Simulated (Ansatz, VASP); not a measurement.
## One calculation of Cs, two programs

```xyz
3
Lattice="8.9238 0.0000 0.0000 -4.4619 7.7282 0.0000 0.0000 0.0000 5.3117" Properties=species:S:1:pos:R:3 pbc="T T T"
Cs    0.0000    0.0000    0.0000
Cs    0.0000    5.1521    2.6558
Cs    4.4619    2.5761    2.6558
```

Alike in both runs: task single point; functional PBEsol; k mesh 5 × 5 × 7; occupations fermi-dirac, width 0.1 eV; no spin polarisation.

|  | VASP | Ansatz |
| --- | --- | --- |
| version | VASP 6.6.1 | Ansatz 0.2.0 |
| potentials or method | VASP PAW PBE potentials, release 64 (Cs_sv), cutoff 520 eV | plane waves (420 eV) with PAW, scalar-relativistic |
| valence electrons in the cell | 27 | 27 |

```tsv
	VASP	Ansatz	Ansatz less VASP
pressure (GPa)	-0.2	-0.2	+0.01
```

VASP's potentials were made for PBE, not for PBEsol, and Ansatz warns of the same on its side.

Neither program's run includes spin-orbit coupling.
